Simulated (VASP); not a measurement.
# C (Fd-3m) in VASP: settings compared, part 2 of 2

VASP 6.6.1. The steps go on from the part before.

**4. Electric field gradients, r2SCAN (5.47 Å³/atom)**

This run uses another cell than the first one, of 5.47 Å³/atom.

Input file POSCAR:

```
C
1.0
    0.0000000000      1.7623877637      1.7623877637
    1.7623877637      0.0000000000      1.7623877637
    1.7623877637      1.7623877637      0.0000000000
C
2
Direct
    0.0000000000      0.0000000000      0.0000000000
    0.2500000000      0.2500000000      0.2500000000
```

Input file INCAR.step1:

```
PREC = Accurate
ENCUT = 1060
ISMEAR = -1
SIGMA = 0.03
LREAL = F
LASPH = T
NELM = 120
NBANDS = 11
GGA = PE
ALGO = Normal
EDIFF = 1E-5
LWAVE = T
LCHARG = F
GGA_COMPAT = F
```

Input file INCAR.step2:

```
PREC = Accurate
ENCUT = 1060
EDIFF = 1E-8
ISMEAR = -1
SIGMA = 0.03
LREAL = F
LASPH = T
NELM = 120
ALGO = Normal
ISIF = 2
LWAVE = F
LCHARG = F
METAGGA = R2SCAN
LMIXTAU = T
LEFG = T
NBANDS = 11
ISTART = 1
GGA_COMPAT = F
```

Input file KPOINTS:

```
Automatic mesh
0
Gamma
  14 14 14
```

Potentials or basis: VASP PAW PBE potentials, release 64 (C_h).

Run with:

```bash
$ cat potpaw_PBE.64/C_h/POTCAR > POTCAR
$ cp INCAR.step1 INCAR
$ mpirun -np 1 vasp_std > vasp.out
$ cp INCAR.step2 INCAR
$ mpirun -np 1 vasp_std > vasp.out
```

OUTCAR:

```text
PREC = Accurate
   ENCUT = 1060
   EDIFF = 1E-8
   ISMEAR = -1
   LREAL = F
   LASPH = T
   NELM = 120
   ISIF = 2
   METAGGA = R2SCAN
   ISTART = 1

 ion  position               nearest neighbor table
   1  0.000  0.000  0.000-
   2  0.250  0.250  0.250-

  LATTYP: Found a face centered cubic cell.
 ALAT       =     3.5247755274

  Lattice vectors:

 A1 = (   0.0000000000,   1.7623877637,   1.7623877637)
 A2 = (   1.7623877637,   0.0000000000,   1.7623877637)
 A3 = (   1.7623877637,   1.7623877637,   0.0000000000)

Analysis of symmetry for initial positions (statically):
=====================================================================
 Subroutine PRICEL returns:
 Original cell was already a primitive cell.

 Routine SETGRP: Setting up the symmetry group for a
 face centered cubic supercell.

 Subroutine GETGRP returns: Found 48 space group operations
 (whereof 24 operations were pure point group operations)
 out of a pool of 48 trial point group operations.

The static configuration has the point symmetry T_d .
 The point group associated with its full space group is O_h .

Analysis of symmetry for dynamics (positions and initial velocities):
=====================================================================
 Subroutine PRICEL returns:
 Original cell was already a primitive cell.

 Routine SETGRP: Setting up the symmetry group for a
 face centered cubic supercell.

 Subroutine GETGRP returns: Found 48 space group operations
 (whereof 24 operations were pure point group operations)
 out of a pool of 48 trial point group operations.

The dynamic configuration has the point symmetry T_d .
 The point group associated with its full space group is O_h .

 Subroutine INISYM returns: Found 48 space group operations
 (whereof 24 operations are pure point group operations),
 and found     1 'primitive' translations

----------------------------------------------------------------------------------------

                                     Primitive cell

  volume of cell :      10.9480

  direct lattice vectors                    reciprocal lattice vectors
     0.000000000  1.762387764  1.762387764    -0.283706010  0.283706010  0.283706010
     1.762387764  0.000000000  1.762387764     0.283706010 -0.283706010  0.283706010
     1.762387764  1.762387764  0.000000000     0.283706010  0.283706010 -0.283706010

  length of vectors
     2.492392678  2.492392678  2.492392678     0.491393223  0.491393223  0.491393223

  position of ions in fractional coordinates (direct lattice)
     0.000000000  0.000000000  0.000000000
     0.250000000  0.250000000  0.250000000

  ion indices of the primitive-cell ions
   primitive index   ion index
                 1           1
                 2           2

----------------------------------------------------------------------------------------

 KPOINTS: Automatic mesh

[... 81 lines left out ...]
   EFERMI =   0.00;   METHOD = LEGACY
   ISMEAR =    -1;   SIGMA  =   0.03  broadening in eV -4-tet -1-fermi 0-gaus
   EFERMI_NEDOS =   21; number of points for ismear=-14 and -15
   IALGO  =     38    algorithm
   IMIX   =      4    mixing-type and parameters
     AMIX     =   0.40;   BMIX     =  1.00
     AMIX_MAG =   1.60;   BMIX_MAG =  1.00
  volume/ion in A,a.u.               =       5.47        36.94
  Fermi-wavevector in a.u.,A,eV,Ry     =   1.474552  2.786499 29.583187  2.174303
  Thomas-Fermi vector in A             =   2.589309
   LORBIT       =      0    0 simple, 1 ext, 2 COOP (PROOUT), +10 PAW based schemes
   METAGGA = R2SCAN    functional components
   LHFCALC =     F    Hartree Fock is set to
   AEXX    =    0.0000 exact exchange contribution
   IVDW    =     0    specifies the selected vdW correction
   LEPSILON=     F    determine dielectric tensor
   LRPA    =     F    only Hartree local field effects (RPA)
 non-spin polarized calculation
  energy-cutoff  :     1060.00
  volume of cell :       10.95
 maximum number of plane-waves:       882
   NGX = 13   NGY = 13   NGZ = 13

 number of electron       8.0000000 magnetization

 Free energy of the ion-electron system (eV)
  ---------------------------------------------------
  ext. energy  EPLUGINS =         0.00000000
  ---------------------------------------------------
  free energy    TOTEN  =       -19.70581356 eV

  energy without entropy =      -19.70581356  energy(sigma->0) =      -19.70581356

 E-fermi :  12.1436     XC(G=0): -14.4654

 val. band max:       11.4734340755   @ k =   0.0000   0.0000   0.0000
 cond. band min:      15.9086428986   @ k =   0.3571   0.3571   0.0000
 fundamental gap:      4.4352088231
 Fermi energy:        12.1436056996

 k-point     1 :       0.0000    0.0000    0.0000
  band No.  band energies     occupation
      1     -11.6921      2.00000
      2      11.4734      2.00000
      3      11.4734      2.00000
      4      11.4734      2.00000
      5      17.4532      0.00000
      6      17.4532      0.00000
      7      17.4532      0.00000
      8      26.1883      0.00000
      9      32.3695      0.00000
     10      39.2228      0.00000
     11      39.2228      0.00000
[... 309 lines left out ...]
 k-point    24 :       0.2857    0.1429    0.0000
  band No.  band energies     occupation
      1      -9.4978      2.00000
      2       4.9244      2.00000
      3       7.8400      2.00000
      4       8.6417      2.00000
      5      17.8315      0.00000
      6      22.3220      0.00000
      7      22.4008      0.00000
      8      24.8722      0.00000
      9      33.3928      0.00000
     10      34.7058      0.00000
     11      39.1706      0.00000

 [... further k-points ...]

------------------------ aborting loop because EDIFF is reached ----------------------------------------

  FORCE on cell =-STRESS in cart. coord.  units (eV):
  Direction    XX          YY          ZZ          XY          YZ          ZX
  --------------------------------------------------------------------------------------
  -------------------------------------------------------------------------------------
  Total        0.9382903      0.9382903      0.9382903     -0.0000000      0.0000000     -0.0000000
  in kB      137.3135531    137.3135531    137.3135531     -0.0000000      0.0000000     -0.0000000
  external PRESSURE =     137.3135531 kB  Pullay stress =       0.0000000 kB

 VOLUME and BASIS-vectors are now :
 -----------------------------------------------------------------------------
  energy-cutoff  :     1060.00
  volume of cell :       10.95
      direct lattice vectors                 reciprocal lattice vectors
     0.000000000  1.762387764  1.762387764    -0.283706010  0.283706010  0.283706010
     1.762387764  0.000000000  1.762387764     0.283706010 -0.283706010  0.283706010
     1.762387764  1.762387764  0.000000000     0.283706010  0.283706010 -0.283706010

 POSITION                                       TOTAL-FORCE (eV/Angst)
 -----------------------------------------------------------------------------------
      0.00000      0.00000      0.00000         0.000000     -0.000000      0.000000
      0.88119      0.88119      0.88119        -0.000000      0.000000     -0.000000
 -----------------------------------------------------------------------------------
    total drift:                                0.000000      0.000000      0.000000

  FREE ENERGIE OF THE ION-ELECTRON SYSTEM (eV)
  ---------------------------------------------------
  free  energy   TOTEN  =       -19.7058135646 eV

  energy  without entropy=      -19.7058135646  energy(sigma->0) =      -19.70581356

 Electric field gradients (V/A^2)
---------------------------------------------------------------------
 ion       V_xx      V_yy      V_zz      V_xy      V_xz      V_yz
---------------------------------------------------------------------
   1      -0.000     0.000    -0.000     0.000     0.000     0.000
   2      -0.000     0.000     0.000     0.000     0.000     0.000
---------------------------------------------------------------------

 Electric field gradients after diagonalization (V/A^2)
 (convention: |V_zz| > |V_xx| > |V_yy|)
----------------------------------------------------------------------
 ion       V_xx      V_yy      V_zz     asymmetry (V_yy - V_xx)/ V_zz
----------------------------------------------------------------------
   1      -0.000    -0.000     0.000       0.000
   2      -0.000    -0.000     0.000       0.000
----------------------------------------------------------------------

           NMR quadrupolar parameters

 Cq : quadrupolar parameter    Cq=e*Q*V_zz/h
 eta: asymmetry parameters     (V_yy - V_xx)/ V_zz
 Q  : nuclear electric quadrupole moment in mb (millibarn)
----------------------------------------------------------------------
 ion       Cq(MHz)       eta       Q (mb)
----------------------------------------------------------------------
   1       0.000       0.000       1.000
   2       0.000       0.000       1.000
----------------------------------------------------------------------
```

OUTCAR.step1:

```text
PREC = Accurate
   ENCUT = 1060
   ISMEAR = -1
   LREAL = F
   LASPH = T
   NELM = 120
[... 556 lines left out ...]
 -----------------------------------------------------------------------------------
      0.00000      0.00000      0.00000        -0.000000     -0.000000     -0.000000
      0.88119      0.88119      0.88119         0.000000      0.000000      0.000000
 -----------------------------------------------------------------------------------
    total drift:                                0.000000      0.000000     -0.000000

  FREE ENERGIE OF THE ION-ELECTRON SYSTEM (eV)
  ---------------------------------------------------
  free  energy   TOTEN  =       -18.1884526416 eV

  energy  without entropy=      -18.1884526415  energy(sigma->0) =      -18.18845264
```

OSZICAR.step1:

```text
N       E                     dE             d eps       ncg     rms          rms(c)
DAV:   1     0.158887370953E+02    0.15889E+02   -0.76244E+03  2288   0.127E+03
DAV:   2    -0.177175542845E+02   -0.33606E+02   -0.31476E+02  3134   0.179E+02
DAV:   3    -0.188737281107E+02   -0.11562E+01   -0.11531E+01  2766   0.282E+01
DAV:   4    -0.188767023541E+02   -0.29742E-02   -0.29740E-02  2477   0.162E+00
DAV:   5    -0.188767057292E+02   -0.33751E-05   -0.33751E-05  2672   0.581E-02    0.500E+00
DAV:   6    -0.183612325287E+02    0.51547E+00   -0.26438E-01  2387   0.371E+00    0.273E+00
DAV:   7    -0.181864218123E+02    0.17481E+00   -0.32403E-01  2510   0.410E+00    0.362E-01
DAV:   8    -0.181883881195E+02   -0.19663E-02   -0.91370E-03  2399   0.883E-01    0.425E-02
DAV:   9    -0.181884352907E+02   -0.47171E-04   -0.60734E-05  2796   0.701E-02    0.192E-02
DAV:  10    -0.181884527441E+02   -0.17453E-04   -0.13922E-05  2480   0.341E-02    0.249E-03
DAV:  11    -0.181884526416E+02    0.10249E-06   -0.26066E-07  1177   0.527E-03
   1 F= -.18188453E+02 E0= -.18188453E+02  d E =-.115649E-10
```

It took 2.5 min on 1 thread of Intel Xeon Platinum 8559C (Emerald Rapids), shared host; peak memory 0.17 GiB.

Results:

```yaml
Free_energy: -19.7058 eV
Pressure: 13.7 GPa
Band_gap_on_the_k_mesh: 4.44 eV (least direct gap 5.98 eV)
Largest_electric_field_gradient_by_atom: under 0.05 V/Å² on every atom
```

Levels at points of the mesh, in eV from the valence-band top:
```csv
k point,band 1,band 2,band 3,band 4,band 5,band 6,band 7,band 8,band 9
"(0.00, 0.00, 0.00)",-23.17,0.00,0.00,0.00,5.98,5.98,5.98,14.71,20.90
"(0.50, 0.00, 0.00)",-17.01,-14.43,-3.06,-3.06,9.07,9.07,9.66,17.08,23.76
"(0.50, 0.50, 0.00)",-13.83,-13.83,-6.87,-6.87,5.11,5.11,18.49,18.49,25.34
```

Caveat: the cell stands under pressure; the PAW data sets were made with another functional, which shifts forces and pressure a little. A k mesh can miss the band edges.

**5. Electric field gradients, r2SCAN (5.81 Å³/atom)**

This run uses another cell than the first one, of 5.81 Å³/atom.

Input file POSCAR:

```
C
1.0
    0.0000000000      1.7980011520      1.7980011520
    1.7980011520      0.0000000000      1.7980011520
    1.7980011520      1.7980011520      0.0000000000
C
2
Direct
    0.0000000000      0.0000000000      0.0000000000
    0.2500000000      0.2500000000      0.2500000000
```

Input file INCAR.step1:

```
SYSTEM = C
  ALGO = Normal
  EDIFF = 1E-5
  ENCUT = 1060
  GGA = PE
  GGA_COMPAT = .False.
  ISMEAR = -1
  LASPH = .True.
  LCHARG = .False.
  LREAL = .False.
  LWAVE = .True.
  NBANDS = 11
  NELM = 120
  PREC = Accurate
  SIGMA = 0.03
```

Input file INCAR.step2:

```
SYSTEM = C
  ALGO = Normal
  EDIFF = 1E-8
  ENCUT = 1060
  GGA_COMPAT = .False.
  ISIF = 2
  ISMEAR = -1
  ISTART = 1
  LASPH = .True.
  LCHARG = .False.
  LEFG = .True.
  LMIXTAU = .True.
  LREAL = .False.
  LWAVE = .False.
  METAGGA = R2SCAN
  NBANDS = 11
  NELM = 120
  PREC = Accurate
  SIGMA = 0.03
```

Input file KPOINTS:

```
k-points
0
Gamma
  14 14 14
  0 0 0
```

Potentials or basis: VASP PAW PBE potentials, release 64 (C_h).

Run with:

```bash
$ cat potpaw_PBE.64/C_h/POTCAR > POTCAR
$ cp INCAR.step1 INCAR
$ mpirun -np 1 vasp_std > vasp.out
$ cp INCAR.step2 INCAR
$ mpirun -np 1 vasp_std > vasp.out
```

OUTCAR:

```text
SYSTEM = C
   EDIFF = 1E-8
   ENCUT = 1060
   ISIF = 2
   ISMEAR = -1
   ISTART = 1
   LASPH = .True.
   LREAL = .False.
   METAGGA = R2SCAN
   NELM = 120
   PREC = Accurate

 ion  position               nearest neighbor table
   1  0.000  0.000  0.000-
   2  0.250  0.250  0.250-

  LATTYP: Found a face centered cubic cell.
 ALAT       =     3.5960023040

  Lattice vectors:

 A1 = (   0.0000000000,   1.7980011520,   1.7980011520)
 A2 = (   1.7980011520,   0.0000000000,   1.7980011520)
 A3 = (   1.7980011520,   1.7980011520,   0.0000000000)

Analysis of symmetry for initial positions (statically):
=====================================================================
 Subroutine PRICEL returns:
 Original cell was already a primitive cell.

 Routine SETGRP: Setting up the symmetry group for a
 face centered cubic supercell.
[... 525 lines left out ...]
  energy-cutoff  :     1060.00
  volume of cell :       11.63
      direct lattice vectors                 reciprocal lattice vectors
     0.000000000  1.798001152  1.798001152    -0.278086585  0.278086585  0.278086585
     1.798001152  0.000000000  1.798001152     0.278086585 -0.278086585  0.278086585
     1.798001152  1.798001152  0.000000000     0.278086585  0.278086585 -0.278086585

 POSITION                                       TOTAL-FORCE (eV/Angst)
 -----------------------------------------------------------------------------------
      0.00000      0.00000      0.00000        -0.000000     -0.000000     -0.000000
      0.89900      0.89900      0.89900         0.000000      0.000000      0.000000
 -----------------------------------------------------------------------------------
    total drift:                                0.000000      0.000000      0.000000

  FREE ENERGIE OF THE ION-ELECTRON SYSTEM (eV)
  ---------------------------------------------------
  free  energy   TOTEN  =       -19.7047309790 eV

  energy  without entropy=      -19.7047309790  energy(sigma->0) =      -19.70473098

 Electric field gradients (V/A^2)
---------------------------------------------------------------------
 ion       V_xx      V_yy      V_zz      V_xy      V_xz      V_yz
---------------------------------------------------------------------
   1      -0.000    -0.000     0.000    -0.000    -0.000    -0.000
   2      -0.000    -0.000     0.000    -0.000    -0.000    -0.000
---------------------------------------------------------------------

 Electric field gradients after diagonalization (V/A^2)
 (convention: |V_zz| > |V_xx| > |V_yy|)
----------------------------------------------------------------------
 ion       V_xx      V_yy      V_zz     asymmetry (V_yy - V_xx)/ V_zz
----------------------------------------------------------------------
   1       0.000     0.000    -0.000       0.000
   2       0.000     0.000    -0.000       0.000
----------------------------------------------------------------------

           NMR quadrupolar parameters

 Cq : quadrupolar parameter    Cq=e*Q*V_zz/h
 eta: asymmetry parameters     (V_yy - V_xx)/ V_zz
 Q  : nuclear electric quadrupole moment in mb (millibarn)
----------------------------------------------------------------------
 ion       Cq(MHz)       eta       Q (mb)
----------------------------------------------------------------------
   1      -0.000       0.000       1.000
   2      -0.000       0.000       1.000
----------------------------------------------------------------------
```

Run time: 6.1 min. Hardware: 1 thread of AMD EPYC 7R43 (Zen 3), shared host; peak memory 0.13 GiB.

What came out:

```yaml
Free_energy: -19.7047 eV
Pressure: -13.3 GPa
Band_gap_on_the_k_mesh: 4.29 eV (least direct gap 5.81 eV)
Largest_electric_field_gradient_by_atom: under 0.05 V/Å² on every atom
```

Caveat: the cell stands under tension; the PAW data sets were made with another functional, which shifts forces and pressure a little. A k mesh can miss the band edges.

**6. Summary**

```tsv
level	potentials or basis	cell	cutoff (eV)	gap on the mesh (eV)	pressure (GPa)
LDA	VASP PAW LDA potentials, release 64 (C_h)	a = 2.518 Å, angles 60.0°, 2 atoms	1000	4.11	-10.0
PBEsol	VASP PAW PBE potentials, release 64 (C_h)	a = 2.518 Å, angles 60.0°, 2 atoms	1000	4.02	-2.3
r2SCAN	VASP PAW PBE potentials, release 64 (C_h)	a = 2.492 Å, angles 60.0°, 2 atoms	1060	4.44	13.7
r2SCAN	VASP PAW PBE potentials, release 64 (C_h)	a = 2.543 Å, angles 60.0°, 2 atoms	1060	4.29	-13.3
```

Alike in all rows: task electric field gradients; no spin polarisation; k mesh 14 × 14 × 14; smearing fermi-dirac 0.03 eV.

Caveats: the PAW data sets were made with another functional, which shifts forces and pressure a little (at least some runs); the cell stands under tension (at least some runs); the cell stands under pressure (at least some runs).

Absolute energies hang on the potentials; compare differences alone.
